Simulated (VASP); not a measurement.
TiAl3, 4 atoms in the cell. Symmetry: Pmm2, No. 25, orthorhombic system. The conventional cell has a = 2.840 Å, b = 4.681 Å, c = 4.901 Å, α = 90.00°, β = 90.00°, γ = 90.00°. Ti (site symmetry mm2) has 10 Al at 2.83 to 2.85 Å and 2 Ti at 2.84 Å within 3.7 Å. Al (site symmetry mm2) has 4 Ti at 2.83 to 2.84 Å and 8 Al at 2.84 to 2.86 Å within 3.7 Å. Al (site symmetry mm2) has 8 Al at 2.81 to 2.86 Å and 4 Ti at 2.85 Å within 3.7 Å. Within 3.7 Å of Al (site symmetry mm2) lie 10 Al at 2.81 to 2.86 Å and 2 Ti at 2.85 Å. 

```yaml
Program: VASP 6.6.1
Task: single point
Functional: PBE
Potentials_or_basis: VASP PAW PBE potentials, release 64 (Ti_sv, Al)
Cutoff: 520 eV
k_mesh: 10 × 6 × 6, shifted
Occupations: gaussian, width 0.1 eV
Spin: no spin polarisation
Dipole_correction: no
Further_INCAR_settings: ALGO = Fast; EDIFF = 1e-06; NBANDS = 18
```

Potentials or basis: VASP PAW PBE potentials, release 64 (Ti_sv, Al).

Command:

```sh
$ cat potpaw_PBE.64/Ti_sv/POTCAR potpaw_PBE.64/Al/POTCAR > POTCAR
$ mpirun -np 1 vasp_std > vasp.out
```

Hardware: 1 thread of Intel(R) Xeon(R) 6975P-C (Granite Rapids) (shared host).

Estimate the wall time of this run.

Wall time 44 s on 1 thread of Intel(R) Xeon(R) 6975P-C (Granite Rapids), with other jobs on the host, peak memory 0.19 GiB. Counts: scf iterations 26, k points 45.
